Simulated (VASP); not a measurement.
# CdTe: single point with r2SCAN

The system is CdTe.

```
Cd Te
1.0
     0.00000    3.20500    3.15693
     3.20500    0.00000    3.15693
     3.20500    3.20500    0.00000
Cd Te
1 1
Cartesian
  0.0000 0.0000 0.0000
  4.8075 4.8075 4.7354
```

This cell differs from its parent crystal: strain -0.0150 x Voigt [0, 0, 1, 0, 0, 0].

```json
{
  "Program": "VASP 6.6.1",
  "Task": "single point",
  "Functional": "r2SCAN",
  "Potentials or basis": "VASP PAW PBE potentials, release 64 (Cd, Te)",
  "Cutoff": "520 eV",
  "k mesh": "8 × 8 × 8",
  "Occupations": "gaussian, width 0.05 eV",
  "Spin": "no spin polarisation"
}
```

| Quantity | Value |
| --- | --- |
| Pressure | 4.2 GPa |
| Band gap on the k mesh | 1.40 eV |

Stress tensor (GPa, compression positive):
```
4.17 0.00 0.00
0.00 4.17 0.00
0.00 0.00 4.36
```

Levels at points of the mesh, in eV from the valence-band top:
```
           k point  band 6  band 7  band 8  band 9  band 10  band 11  band 12  band 13
(0.00, 0.00, 0.00)   -8.45   -0.05   -0.05    0.00     1.40     4.95     4.96     4.96
(0.50, 0.00, 0.00)   -8.03   -4.83   -0.94   -0.86     2.25     5.47     5.58     7.42
(0.50, 0.50, 0.00)   -7.84   -4.59   -2.17   -2.17     2.69     2.85     9.81    10.03
(0.50, 0.00, 0.50)   -7.87   -4.67   -2.11   -2.09     2.76     2.97     9.69     9.97
```

Wall time 8.6 min on 1 thread of Intel Xeon 8259CL, on a shared host, peak memory 0.26 GiB.

Caveat: the cell differs from its parent crystal (strain -0.0150 x Voigt [0, 0, 1, 0, 0, 0]); the cell stands under pressure; the PAW data sets were made with another functional, which shifts forces and pressure a little; spin-orbit coupling is left out, which moves the levels of the heavy elements.
